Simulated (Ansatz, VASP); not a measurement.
## Two plane-wave programs on Si8S

The input INCAR:

```
SYSTEM = Si8S
ALGO = Normal ; DIPOL = 0.5 0.5 0.313
EDIFF = 1E-6 ; ENCUT = 520
GGA = PE ; IDIPOL = 3
ISIF = 2 ; ISMEAR = 0
ISPIN = 2 ; IVDW = 12
LASPH = .True. ; LCHARG = .False.
LDIPOL = .True. ; LORBIT = 11
LREAL = .False. ; LWAVE = .False.
MAGMOM = 0 0 0 0 0 0 0 0 2 ; NBANDS = 33
NELM = 150 ; PREC = Accurate
SIGMA = 0.05
```

KPOINTS

```
k-points
0
Gamma
  7 4 1
  0 0 0
```

The input POSCAR:

```
Si8S
1.0
    3.8155170197      0.0000000000      0.0000000000
    0.0000000000      6.3129357895      0.0000000000
    0.0000000000      0.0000000000     21.2318711397
Si S
8 1
Direct
    0.0000000000      0.9369021388      0.1883960191
    0.0000000000      0.5630978612      0.1883960191
    0.5000000000      0.4369021388      0.2402729771
    0.5000000000      0.0630978612      0.2402729771
    0.5000000000      0.9332664454      0.3446595292
    0.5000000000      0.5667335546      0.3446595292
    0.0000000000      0.4266292815      0.3877129380
    0.0000000000      0.0733707185      0.3877129380
    0.5000000000      0.7599626148      0.4913307485
```

Input for Ansatz:

```yaml
crystal:
  lattice:
    - [3.8155170197, 0.0, 0.0]
    - [0.0, 6.3129357895, 0.0]
    - [0.0, 0.0, 21.2318711397]
  atoms:
    - { symbol: Si, position: [0.0, 0.9369021388, 0.1883960191] }
    - { symbol: Si, position: [0.0, 0.5630978612, 0.1883960191] }
    - { symbol: Si, position: [0.5, 0.4369021388, 0.2402729771] }
    - { symbol: Si, position: [0.5, 0.0630978612, 0.2402729771] }
    - { symbol: Si, position: [0.5, 0.9332664454, 0.3446595292] }
    - { symbol: Si, position: [0.5, 0.5667335546, 0.3446595292] }
    - { symbol: Si, position: [0.0, 0.4266292815, 0.387712938] }
    - { symbol: Si, position: [0.0, 0.0733707185, 0.387712938] }
    - { symbol: S, position: [0.5, 0.7599626148, 0.4913307485], spin: 2.0 }
basis:
  ecutwfc: 420
kpoints:
  mp_grid: { grid: [7, 4, 1] }
hamiltonian:
  xc: pbe
  pseudopotentials: { kind: paw, azcp: { folder: soft_1 } }
  dispersion: d3bj
scf:
  occupations: { method: gaussian, width: 0.05 }
output:
  forces: true
  eigenvalues: true
  populations: true
magnetization:
  spin_polarized: true
efield:
  axis: 3
  dipole_correction: true
  ramp_width: 0.04
```

Alike in both runs: task single point; functional PBE; dispersion D3(BJ); k mesh 7 × 4 × 1; occupations gaussian, width 0.05 eV; collinear spin.

```csv
,VASP,Ansatz
version,VASP 6.6.1,Ansatz 0.2.0
potentials or method,"VASP PAW PBE potentials, release 64 (Si, S), cutoff 520 eV","scalar-relativistic, plane waves, PAW"
valence electrons in the cell,38,38
```

Ansatz gave:

```
gap on the k mesh at the Fermi level (eV)                     : none
rms of the force components (eV/Å)                            : 0.469
net moment per atom (μB)                                      : 0.15
size of the moment on the site where the two differ most (μB) : 1.08
```

Task: Which values does VASP return?

Result: gap on the k mesh at the Fermi level (eV): none; rms of the force components (eV/Å): 0.468; net moment per atom (μB): 0.15; size of the moment on the site where the two differ most (μB): 0.73.

Site moments also hang on the region over which each program counts them. Atom by atom the forces differ by 0.003 eV/Å (rms over components). A gap of «none» marks a metal or a gap that the smearing closes.
